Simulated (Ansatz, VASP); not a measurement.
Hf in VASP and in Ansatz

```xyz
1
Lattice="0.0000 2.5120 1.7074 2.5120 0.0000 1.7074 2.5120 2.5120 0.0000" Properties=species:S:1:pos:R:3 pbc="T T T"
Hf    0.0000    0.0000    0.0000
```

Alike in both runs: task single point; functional LDA; k mesh 20 × 20 × 20; occupations gaussian, width 0.15 eV; no spin polarisation.

```csv
,VASP,Ansatz
version,VASP 6.6.1,Ansatz 0.2.0
potentials or method,"VASP PAW LDA potentials, release 64 (Hf_pv), cutoff 520 eV","scalar-relativistic, plane waves, PAW"
valence electrons in the cell,10,26
```

Ansatz gave:

- gap on the k mesh at the Fermi level (eV): none
- pressure (GPa): -5.6
- traceless stress, the component that is largest in VASP (GPa): -1.16

Task: Which values does VASP return?

Result: gap on the k mesh at the Fermi level (eV): none; pressure (GPa): -5.5; traceless stress, the component that is largest in VASP (GPa): -1.19.

LDA's correlation is that of Perdew and Zunger in VASP and of Perdew and Wang (1992) in Ansatz. A gap of «none» marks a metal or a gap that the smearing closes. VASP's potentials hold 10 valence electrons a cell and Ansatz's 26, so a difference there can come from the potentials and not from the codes.

Neither program's run includes spin-orbit coupling.
